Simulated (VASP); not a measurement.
The system is ZrC.

```
CELL_PARAMETERS angstrom
0.00000 2.35021 2.35021
2.35021 0.00000 2.35021
2.35021 2.35021 0.00000
ATOMIC_POSITIONS crystal
Zr 0.50000 0.50000 0.50000
C 0.00000 0.00000 0.00000
```

* Program: VASP 6.6.1
* Task: relaxation of cell and atoms
* Functional: LDA
* Potentials or basis: VASP PAW LDA potentials, release 64 (Zr_sv, C)
* Cutoff: 600 eV
* k mesh: 8 × 8 × 8
* Occupations: gaussian, width 0.1 eV
* Spin: no spin polarisation

At the start: pressure -8.2 GPa; volume 12.98 Å³/atom.

Task: Where does the relaxation end?

Result: Over 3 steps the energy falls by 11.9 meV/atom and the volume is 12.54 Å³/atom (-3.4 %); space group Fm-3m (No. 225, to 0.05 Å).

The path:
| step | energy change (eV) | largest force (eV/Å) | pressure (GPa) | volume (Å³) |
| --- | --- | --- | --- | --- |
| 1 | 0.0000 | 0.0000 | -8.17 | 25.96 |
| 2 | 0.0525 | 0.0000 | 17.19 | 23.55 |
| 3 | -0.0239 | 0.0000 | -0.16 | 25.07 |

Final structure:
```yaml
crystal:
  lattice:
    - [0.00000, 2.32296, 2.32296]
    - [2.32296, 0.00000, 2.32296]
    - [2.32296, 2.32296, 0.00000]
  atoms:
    - { symbol: Zr, position: [0.50000, 0.50000, 0.50000] }
    - { symbol: C, position: [0.00000, 0.00000, 0.00000] }
```
